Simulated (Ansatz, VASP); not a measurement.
**HfO2 in VASP and in Ansatz**

```
CELL_PARAMETERS angstrom
3.55802 0.00000 0.00000
0.00000 3.55802 0.00000
0.00000 0.00000 5.17186
ATOMIC_POSITIONS crystal
Hf 0.50000 0.50000 0.48066
Hf 0.00000 0.00000 0.00000
O 0.00000 0.50000 0.69721
O 0.50000 0.00000 0.80279
O 0.50000 0.00000 0.30279
O 0.00000 0.50000 0.19721
```

Alike in both runs: task single point; functional PBE; k mesh 6 × 6 × 4; no spin polarisation.

```csv
,VASP,Ansatz
version,VASP 6.6.1,Ansatz 0.2.0
potentials or method,"VASP PAW PBE potentials, release 64 (Hf_pv, O)","plane waves, PAW"
plane-wave cutoff (eV),520,420
occupations,"gaussian, width 0.01 eV",fixed
valence electrons in the cell,44,76
```

|  | VASP | Ansatz | Ansatz less VASP |
| --- | --- | --- | --- |
| rms of the force components (eV/Å) | 0.733 | 0.740 | +0.0068 |

Atom by atom the forces differ by 0.021 eV/Å (rms over components). VASP's potentials hold 44 valence electrons a cell and Ansatz's 76, so a difference there can come from the potentials and not from the codes.

Neither program's run includes spin-orbit coupling.
